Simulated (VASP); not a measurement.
# Sb (Pm-3m) in VASP: a series of runs, part 2 of 2

VASP 6.6.1. The steps go on from the part before.

## (3) Single point, PBE0

This run uses another cell than the first one, of 33.45 Å³/atom, 1.019 times its volume.

Input file POSCAR:

```
Sb
1.0
    3.2219765189      0.0000000000      0.0000000000
    0.0000000000      3.2219765189      0.0000000000
    0.0000000000      0.0000000000      3.2219765189
Sb
1
Direct
    0.0000000000      0.0000000000      0.0000000000
```

Input file INCAR.step1:

```
SYSTEM = Sb
  ALGO = Normal
  EDIFF = 1E-5
  ENCUT = 520
  GGA = PE
  ISIF = 2
  ISMEAR = -1
  LASPH = .TRUE.
  LCHARG = .FALSE.
  LREAL = .FALSE.
  LWAVE = .TRUE.
  NBANDS = 8
  NELM = 80
  PREC = Accurate
  SIGMA = 0.05
```

Input file INCAR.step2:

```
SYSTEM = Sb
  AEXX = 0.25
  ALGO = Normal
  EDIFF = 1E-6
  ENCUT = 520
  GGA = PE
  ISIF = 2
  ISMEAR = -1
  ISTART = 1
  LASPH = .TRUE.
  LCHARG = .FALSE.
  LHFCALC = .TRUE.
  LREAL = .FALSE.
  LWAVE = .FALSE.
  NBANDS = 8
  NELM = 80
  PREC = Accurate
  PRECFOCK = Normal
  SIGMA = 0.05
```

Input file KPOINTS:

```
k-points
0
G
  4 4 4
  0 0 0
```

Potentials or basis: VASP PAW PBE potentials, release 64 (Sb).

Run with:

```
> cat potpaw_PBE.64/Sb/POTCAR > POTCAR
> cp INCAR.step1 INCAR
> mpirun -np 1 vasp_std > vasp.out
> cp INCAR.step2 INCAR
> mpirun -np 1 vasp_std > vasp.out
```

OUTCAR:

```text
SYSTEM = Sb
   AEXX = 0.25
   EDIFF = 1E-6
   ENCUT = 520
   GGA = PE
   ISIF = 2
   ISMEAR = -1
   ISTART = 1
   LASPH = .TRUE.
   LHFCALC = .TRUE.
   LREAL = .FALSE.
   NELM = 80
   PREC = Accurate
   PRECFOCK = Normal

 ion  position               nearest neighbor table
   1  0.000  0.000  0.000-

  LATTYP: Found a simple cubic cell.
 ALAT       =     3.2219765189

  Lattice vectors:

 A1 = (   3.2219765189,   0.0000000000,   0.0000000000)
 A2 = (   0.0000000000,   3.2219765189,   0.0000000000)
[... 282 lines left out ...]
      8      13.7613      0.00000

------------------------ aborting loop because EDIFF is reached ----------------------------------------

  FORCE on cell =-STRESS in cart. coord.  units (eV):
  Direction    XX          YY          ZZ          XY          YZ          ZX
  --------------------------------------------------------------------------------------
  -------------------------------------------------------------------------------------
  Total       -1.7469602     -1.7469602     -1.7469602     -0.0000000     -0.0000000      0.0000000
  in kB      -83.6809267    -83.6809267    -83.6809267     -0.0000000     -0.0000000      0.0000000
  external PRESSURE =     -83.6809267 kB  Pullay stress =       0.0000000 kB

 VOLUME and BASIS-vectors are now :
 -----------------------------------------------------------------------------
  energy-cutoff  :      520.00
  volume of cell :       33.45
      direct lattice vectors                 reciprocal lattice vectors
     3.221976519  0.000000000  0.000000000     0.310368494  0.000000000  0.000000000
     0.000000000  3.221976519  0.000000000     0.000000000  0.310368494  0.000000000
     0.000000000  0.000000000  3.221976519     0.000000000  0.000000000  0.310368494

 POSITION                                       TOTAL-FORCE (eV/Angst)
 -----------------------------------------------------------------------------------
      0.00000      0.00000      0.00000         0.000000      0.000000      0.000000
 -----------------------------------------------------------------------------------
    total drift:                               -0.000000     -0.000000     -0.000000

  FREE ENERGIE OF THE ION-ELECTRON SYSTEM (eV)
  ---------------------------------------------------
  free  energy   TOTEN  =        -5.0203983028 eV

  energy  without entropy=       -5.0114579619  energy(sigma->0) =       -5.01592813
```

OUTCAR.step1:

```text
SYSTEM = Sb
   EDIFF = 1E-5
   ENCUT = 520
   GGA = PE
   ISIF = 2
   ISMEAR = -1
   LASPH = .TRUE.
[... 310 lines left out ...]
 -----------------------------------------------------------------------------------
      0.00000      0.00000      0.00000         0.000000      0.000000      0.000000
 -----------------------------------------------------------------------------------
    total drift:                                0.000000      0.000000      0.000000

  FREE ENERGIE OF THE ION-ELECTRON SYSTEM (eV)
  ---------------------------------------------------
  free  energy   TOTEN  =        -3.6468734979 eV

  energy  without entropy=       -3.6369390985  energy(sigma->0) =       -3.64190630
```

OSZICAR.step1:

```text
N       E                     dE             d eps       ncg     rms          rms(c)
DAV:   1     0.661109584138E+01    0.66111E+01   -0.16718E+03   160   0.401E+02
DAV:   2    -0.350244548680E+01   -0.10114E+02   -0.93801E+01   248   0.508E+01
DAV:   3    -0.364476921827E+01   -0.14232E+00   -0.14229E+00   192   0.701E+00
DAV:   4    -0.364525683192E+01   -0.48761E-03   -0.48761E-03   240   0.496E-01
DAV:   5    -0.364525771327E+01   -0.88135E-06   -0.88162E-06   208   0.156E-02    0.152E+00
DAV:   6    -0.364593283832E+01   -0.67513E-03   -0.26647E-03   176   0.262E-01    0.878E-01
DAV:   7    -0.364681359320E+01   -0.88075E-03   -0.56161E-03   160   0.379E-01    0.833E-02
DAV:   8    -0.364687046535E+01   -0.56872E-04   -0.14602E-04   192   0.773E-02    0.114E-02
DAV:   9    -0.364687349785E+01   -0.30325E-05   -0.39463E-06   208   0.116E-02
   1 F= -.36468735E+01 E0= -.36419063E+01  d E =-.993440E-02
```

Run time: 94 s. Hardware: 1 thread of AMD EPYC 7R13, shared host; peak memory 0.11 GiB.

What came out:

```
Free energy : -5.0204 eV
Pressure    : -8.4 GPa
```

Caveat: the k points lie up to 0.49 Å⁻¹ apart; the PAW data sets were made with another functional, which shifts forces and pressure a little; spin-orbit coupling is left out, which moves the levels of the heavy elements.

## (4) Single point, PBE-based screened hybrid

This run uses another cell than the first one, of 28.58 Å³/atom, 0.871 times its volume.

Input file POSCAR:

```
Sb
1.0
    3.0573972777      0.0000000000      0.0000000000
    0.0000000000      3.0573972777      0.0000000000
    0.0000000000      0.0000000000      3.0573972777
Sb
1
Direct
    0.0000000000      0.0000000000      0.0000000000
```

Input file INCAR.step1:

```
PREC = Accurate
ENCUT = 400
EDIFF = 1E-5
ISMEAR = -1
SIGMA = 0.05
LREAL = F
LASPH = T
NELM = 120
ALGO = Normal
ISIF = 2
LWAVE = T
NBANDS = 14
GGA = PE
GGA_COMPAT = F
```

Input file INCAR.step2:

```
PREC = Accurate
ENCUT = 400
EDIFF = 1E-6
ISMEAR = -1
SIGMA = 0.05
LREAL = F
LASPH = T
NELM = 120
ALGO = Normal
ISIF = 2
LWAVE = F
LCHARG = T
GGA = PE
LHFCALC = T
AEXX = 0.25
HFSCREEN = 0.3
PRECFOCK = Normal
LELF = T
LVHAR = T
NBANDS = 14
ISTART = 1
GGA_COMPAT = F
```

Input file KPOINTS:

```
regular mesh
0
Gamma
  4 4 4
```

Potentials or basis: VASP PAW PBE potentials, release 64 (Sb_d_GW).

Run with:

```
> cat potpaw_PBE.64/Sb_d_GW/POTCAR > POTCAR
> cp INCAR.step1 INCAR
> mpirun -np 1 vasp_std > vasp.out
> cp INCAR.step2 INCAR
> mpirun -np 1 vasp_std > vasp.out
```

Run time: 1.8 min. Hardware: 1 thread of Intel Xeon Platinum 8375C at 2.90GHz (Ice Lake), shared host; peak memory 0.23 GiB.

Results (log left out):

* Free energy: -4.2885 eV
* Pressure: -0.4 GPa

Levels at points of the mesh, in eV from the Fermi level:
```
           k point  band 4  band 5  band 6  band 7  band 8  band 9  band 10  band 11
(0.00, 0.00, 0.00)  -31.69  -31.69  -14.22    3.50    3.50    3.50     7.34     7.34
(0.50, 0.00, 0.00)  -31.73  -31.69  -11.33   -6.72    5.86    5.86    10.00    11.09
(0.50, 0.50, 0.00)  -31.75  -31.62   -8.17   -4.34   -4.34    2.03     8.27    13.81
(0.50, 0.50, 0.50)  -31.62  -31.62   -4.59   -2.11   -2.11   -2.11     4.97     4.97
```

Caveat: the k points lie up to 0.51 Å⁻¹ apart; the PAW data sets were made with another functional, which shifts forces and pressure a little; spin-orbit coupling is left out, which moves the levels of the heavy elements.

## (5) The runs side by side

```tsv
level	potentials or basis	cell	cutoff (eV)	share of exact exchange	second run	screening parameter	gap on the mesh (eV)	pressure (GPa)
PBE0	VASP PAW PBE potentials, release 64 (Sb)	a = 3.202 Å, 1 atom	520	-	-	-	none	-7.9
PBE0	VASP PAW PBE potentials, release 64 (Sb)	a = 3.222 Å, 1 atom	520	-	-	-	none	-8.4
PBE-based screened hybrid	VASP PAW PBE potentials, release 64 (Sb_d_GW)	a = 3.057 Å, 1 atom	400	0.25	valence_matched	0.3 1/Å	none	-0.4
```

Alike in all rows: task single point; no spin polarisation; k mesh 4 × 4 × 4; smearing fermi-dirac 0.05 eV.

Caveats: all runs use coarse meshes; the PAW data sets were made with another functional, which shifts forces and pressure a little; spin-orbit coupling is left out, which moves the levels of the heavy elements.

Total energies depend on the potentials used, so only differences within one code and one set of settings carry meaning.
